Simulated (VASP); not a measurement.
# SnO (P4/nmm) in VASP: settings compared, part 2 of 2

VASP 6.6.1. The steps go on from the part before.

### 5 Single point, r2SCAN

This run uses another cell than the first one, of 18.12 Å³/atom.

File POSCAR:

```
SnO
1.0
    3.8389522158      0.0000000000      0.0000000000
    0.0000000000      3.8389522158      0.0000000000
    0.0000000000      0.0000000000      4.9192779074
Sn O
2 2
Direct
    0.5000000000      0.0000000000      0.7646261400
    0.0000000000      0.5000000000      0.2353738600
    0.0000000000      0.0000000000      0.0000000000
    0.5000000000      0.5000000000      0.0000000000
```

File INCAR.step1:

```
PREC     = Accurate       # precision mode
ENCUT    = 520            # plane-wave cutoff, eV
ISMEAR   = -1             # smearing method
SIGMA    = 0.05           # smearing width, eV
LREAL    = False          # projectors in reciprocal space
LASPH    = True           # aspherical terms in the spheres
NELM     = 60             # most SCF steps
NBANDS   = 28             # bands
GGA      = PE             # functional
ALGO     = Normal         # electronic algorithm
EDIFF    = 1E-4           # SCF threshold, eV
LWAVE    = True           # write WAVECAR
LCHARG   = False          # write CHGCAR
```

File INCAR.step2:

```
PREC     = Accurate       # precision mode
ENCUT    = 520            # plane-wave cutoff, eV
EDIFF    = 1E-7           # SCF threshold, eV
ISMEAR   = -1             # smearing method
SIGMA    = 0.05           # smearing width, eV
LREAL    = False          # projectors in reciprocal space
LASPH    = True           # aspherical terms in the spheres
NELM     = 60             # most SCF steps
ALGO     = Normal         # electronic algorithm
ISIF     = 2              # what is computed and relaxed
LWAVE    = False          # write WAVECAR
LCHARG   = False          # write CHGCAR
METAGGA  = R2SCAN         # meta-GGA
LMIXTAU  = True         
NBANDS   = 28             # bands
ISTART   = 1
```

File KPOINTS:

```
Automatic mesh
0
Gamma
  7 7 6
```

Command:

```console
$ cat potpaw_PBE.64/Sn_d/POTCAR potpaw_PBE.64/O/POTCAR > POTCAR
$ cp INCAR.step1 INCAR
$ mpirun -np 1 vasp_std > vasp.out
$ cp INCAR.step2 INCAR
$ mpirun -np 1 vasp_std > vasp.out
```

It took 4.4 min on 1 thread of Intel Xeon Platinum 8259CL at 2.50GHz (Skylake/Cascade Lake), shared host; peak memory 0.23 GiB.

Results (log left out):

```yaml
Free_energy: -66.8985 eV
Pressure: -1.8 GPa
Largest_force: 0.266 eV/Å
Band_gap_on_the_k_mesh: 0.59 eV (least direct gap 2.35 eV)
```

Forces in eV/Å, atoms in the order of the input:
```
Sn   0.000  0.000  0.266
Sn   0.000  0.000 -0.266
O    0.000  0.000  0.000
O    0.000  0.000  0.000
```

Stress tensor (GPa, compression positive):
```
-1.95  0.00  0.00
 0.00 -1.95  0.00
 0.00  0.00 -1.37
```

Levels at points of the mesh, in eV from the valence-band top:
```csv
k point,band 18,band 19,band 20,band 21,band 22,band 23
"(0.00, 0.00, 0.00)",-3.38,-3.38,0.00,2.35,4.55,4.94
"(0.00, 0.00, 0.50)",-3.39,-3.20,-2.36,2.02,3.25,3.25
```

Caveat: semilocal functionals underestimate gaps, and a narrow one can read as zero; the PAW data sets were made with another functional, which shifts forces and pressure a little; spin-orbit coupling is left out, which moves the levels of the heavy elements. A k mesh can miss the band edges.

### 6 Single point, r2SCAN

This run uses another cell than the first one, of 18.48 Å³/atom.

File POSCAR:

```
SnO
1.0
    3.8638811754      0.0000000000      0.0000000000
    0.0000000000      3.8638811754      0.0000000000
    0.0000000000      0.0000000000      4.9512221655
Sn O
2 2
Direct
    0.5000000000      0.0000000000      0.7646261400
    0.0000000000      0.5000000000      0.2353738600
    0.0000000000      0.0000000000      0.0000000000
    0.5000000000      0.5000000000      0.0000000000
```

File INCAR.step1:

```
SYSTEM = SnO
  ALGO = Normal
  EDIFF = 1E-4
  ENCUT = 520
  GGA = PE
  ISMEAR = -1
  LASPH = .True.
  LCHARG = .False.
  LREAL = .False.
  LWAVE = .True.
  NBANDS = 28
  NELM = 60
  PREC = Accurate
  SIGMA = 0.05
```

File INCAR.step2:

```
SYSTEM = SnO
  ALGO = Normal
  EDIFF = 1E-6
  ENCUT = 520
  ISIF = 2
  ISMEAR = -1
  ISTART = 1
  LASPH = .True.
  LCHARG = .True.
  LELF = .True.
  LMIXTAU = .True.
  LREAL = .False.
  LVHAR = .True.
  LWAVE = .False.
  METAGGA = R2SCAN
  NBANDS = 28
  NELM = 60
  PREC = Accurate
  SIGMA = 0.05
```

File KPOINTS:

```
k-points
0
Gamma
  7 7 6
  0 0 0
```

Potentials or basis: VASP PAW PBE potentials, release 64 (Sn_d, O).

Command:

```console
$ cat potpaw_PBE.64/Sn_d/POTCAR potpaw_PBE.64/O/POTCAR > POTCAR
$ cp INCAR.step1 INCAR
$ mpirun -np 1 vasp_std > vasp.out
$ cp INCAR.step2 INCAR
$ mpirun -np 1 vasp_std > vasp.out
```

Wall time 4.2 min (1 thread of Intel Xeon Platinum 8259CL at 2.50GHz (Skylake/Cascade Lake), shared host); peak memory 0.23 GiB.

The run converged. Its results:

```
Free energy            : -66.8768 eV
Pressure               : -3.4 GPa
Largest force          : 0.523 eV/Å
Band gap on the k mesh : 0.66 eV (least direct gap 2.33 eV)
```

Forces in eV/Å, atoms in the order of the input:
```
Sn   0.000  0.000  0.523
Sn   0.000  0.000 -0.523
O    0.000  0.000  0.000
O    0.000  0.000  0.000
```

Stress tensor (GPa, compression positive):
```
-3.77  0.00  0.00
 0.00 -3.77  0.00
 0.00  0.00 -2.78
```

Levels at points of the mesh, in eV from the valence-band top:
| k point | band 17 | band 18 | band 19 | band 20 | band 21 | band 22 | band 23 | band 24 |
| --- | --- | --- | --- | --- | --- | --- | --- | --- |
| (0.00, 0.00, 0.00) | -3.52 | -3.22 | -3.22 | 0.00 | 2.33 | 4.58 | 4.94 | 4.94 |
| (0.00, 0.00, 0.50) | -3.24 | -3.23 | -3.23 | -2.24 | 2.05 | 3.30 | 3.30 | 3.84 |

Caveat: the cell stands under tension; semilocal functionals underestimate gaps, and a narrow one can read as zero; the PAW data sets were made with another functional, which shifts forces and pressure a little; spin-orbit coupling is left out, which moves the levels of the heavy elements. A k mesh can miss the band edges.

### 7 Summary

| level | potentials or basis | cell | cutoff (eV) | gap on the mesh (eV) | pressure (GPa) | largest force (eV/Å) |
| --- | --- | --- | --- | --- | --- | --- |
| revPBE+D4 | VASP PAW PBE potentials, release 64 (Sn_d, O_h) | a = 3.838, b = 3.838, c = 4.677 Å, 4 atoms, atomic positions A | 1340 | 0.11 | 0.1 | 0.07 |
| r2SCAN | VASP PAW PBE potentials, release 64 (Sn_d, O) | a = 3.736, b = 3.736, c = 4.787 Å, 4 atoms, atomic positions B | 520 | 0.24 | 7.1 | 0.98 |
| r2SCAN | VASP PAW PBE potentials, release 64 (Sn_d, O) | a = 3.814, b = 3.814, c = 4.887 Å, 4 atoms, atomic positions B | 520 | 0.51 | 0.1 | 0.02 |
| r2SCAN | VASP PAW PBE potentials, release 64 (Sn_d, O) | a = 3.839, b = 3.839, c = 4.919 Å, 4 atoms, atomic positions B | 520 | 0.59 | -1.8 | 0.27 |
| r2SCAN | VASP PAW PBE potentials, release 64 (Sn_d, O) | a = 3.864, b = 3.864, c = 4.951 Å, 4 atoms, atomic positions B | 520 | 0.66 | -3.4 | 0.52 |

Alike in all rows: task single point; no spin polarisation; k mesh 7 × 7 × 6; smearing fermi-dirac 0.05 eV.

Caveats: semilocal functionals underestimate gaps, and a narrow one can read as zero; the PAW data sets were made with another functional, which shifts forces and pressure a little; spin-orbit coupling is left out, which moves the levels of the heavy elements; the cell stands under pressure (at least some runs); the cell stands under tension (at least some runs).

Total energies depend on the potentials used, so only differences within one code and one set of settings carry meaning.
